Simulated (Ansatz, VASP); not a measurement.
**IrRu2 in VASP and in Ansatz**

```
Ru Ir
1.0
     0.00000    2.70459    2.70459
     2.70459    0.00000    2.70459
     2.70459    2.70459    0.00000
Ru Ir
2 1
Cartesian
  1.3523 1.3523 1.3523
  4.0569 4.0569 4.0569
  0.0000 0.0000 0.0000
```

Change from the starting cell: species swapped into the Si2Ni type (Fm-3m, No. 225).

Alike in both runs: task relaxation of cell and atoms; functional PBE; k mesh 6 × 6 × 6; occupations gaussian, width 0.1 eV; no spin polarisation.

|  | VASP | Ansatz |
| --- | --- | --- |
| version | VASP 6.6.1 | Ansatz 0.2.0 |
| potentials or method | VASP PAW PBE potentials, release 64 (Ru_pv, Ir), cutoff 600 eV | scalar-relativistic, plane waves, PAW |
| valence electrons in the cell | 37 | 49 |

```tsv
	VASP	Ansatz	Ansatz less VASP
gap on the k mesh at the Fermi level, each at its own relaxed structure (eV)	none	none	-
relaxed volume (Å³/atom)	16.88	16.85	-0.028
relaxed cell length with the largest relative difference (Å)	4.153	4.150	-0.0023
```

A gap of «none» marks a metal or a gap that the smearing closes. VASP's potentials hold 37 valence electrons a cell and Ansatz's 49, so a difference there can come from the potentials and not from the codes.

Spin-orbit coupling is off throughout. Noted on VASP's run: the volume moved by over 15 % at a fixed basis, so the end points are rough.
